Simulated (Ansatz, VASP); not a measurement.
Te: VASP beside Ansatz

```
Te
1.0
     3.40052    0.00000    0.00000
    -1.70026    2.94494    0.00000
     0.00000    0.00000    3.10847
Te
1
Direct
  0.00000 0.00000 0.00000
```

Alike in both runs: functional PBE; k mesh 18 × 18 × 18; occupations gaussian, width 0.1 eV; no spin polarisation.

Ansatz relaxed the structure, and its values are those at the end. VASP's run is a single point on that final structure, the one shown.

```csv
,VASP,Ansatz
version,VASP 6.6.1,Ansatz 0.2.0
potentials or method,"VASP PAW PBE potentials, release 64 (Te), cutoff 520 eV","scalar-relativistic, plane waves, PAW"
valence electrons in the cell,6,16
```

Ansatz gave:

- gap on the k mesh at the Fermi level (eV): none
- pressure (GPa): 0.0

**Question.** What did VASP give for the same quantities?

**Answer.** gap on the k mesh at the Fermi level (eV): none; pressure (GPa): -0.1.

A gap of «none» marks a metal or a gap that the smearing closes. VASP's potentials hold 6 valence electrons a cell and Ansatz's 16, so a difference there can come from the potentials and not from the codes.

Neither program's run includes spin-orbit coupling.
